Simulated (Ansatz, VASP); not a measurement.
Cd in VASP and in Ansatz

```
CELL_PARAMETERS angstrom
0.00000 2.21815 2.21815
2.21815 0.00000 2.21815
2.21815 2.21815 0.00000
ATOMIC_POSITIONS crystal
Cd 0.00000 0.00000 0.00000
```

Alike in both runs: task single point; functional PBE; k mesh 14 × 14 × 14; occupations gaussian, width 0.05 eV; no spin polarisation.

|  | VASP | Ansatz |
| --- | --- | --- |
| version | VASP 6.6.1 | Ansatz 0.2.0 |
| potentials or method | VASP PAW PBE potentials, release 64 (Cd), cutoff 520 eV | scalar-relativistic, plane waves, PAW |
| valence electrons in the cell | 12 | 20 |

VASP gave:

| Item | Value |
| --- | --- |
| gap on the k mesh at the Fermi level (eV) | none |
| pressure (GPa) | 2.4 |

Task: What did Ansatz give for the same quantities?

Result: gap on the k mesh at the Fermi level (eV): none; pressure (GPa): 2.1.

A gap of «none» marks a metal or a gap that the smearing closes. With one functional, cell and mesh, what is left measures potentials, basis and numerics. VASP's potentials hold 12 valence electrons a cell and Ansatz's 20, so a difference there can come from the potentials and not from the codes.
